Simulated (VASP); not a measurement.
Here is a VASP 6.6.1 calculation.

Contents of INCAR:

```
  ALGO = Normal
  EDIFF = 1E-6
  ENCUT = 520
  GGA = PE
  ISIF = 2
  ISMEAR = -1
  LASPH = T
  LCHARG = T
  LELF = T
  LREAL = F
  LVHAR = T
  LWAVE = F
  NBANDS = 12
  NELM = 60
  PREC = Accurate
  SIGMA = 0.1
```

KPOINTS

```
k-points
0
Gamma
  17 17 17
```

Contents of POSCAR:

```
As
1.0
   -2.4877917490      2.4877917490      1.3116667068
    2.4877917490     -2.4877917490      1.3116667068
    2.4877917490      2.4877917490     -1.3116667068
As
2
Direct
   -0.3750000000     -0.1250000000     -0.2500000000
    0.3750000000      0.1250000000      0.2500000000
```

Potentials or basis: VASP PAW PBE potentials, release 64 (As).

Command:

```console
$ cat potpaw_PBE.64/As/POTCAR > POTCAR
$ mpirun -np 1 vasp_std > vasp.out
```

Question: Estimate the pressure.

Answer: 28.7 GPa.

Question: What does it give for the band gap on the k mesh?

Answer: Zero (bands 5 and 6 overlap by 7.81 eV).

Caveat: the cell stands under pressure.
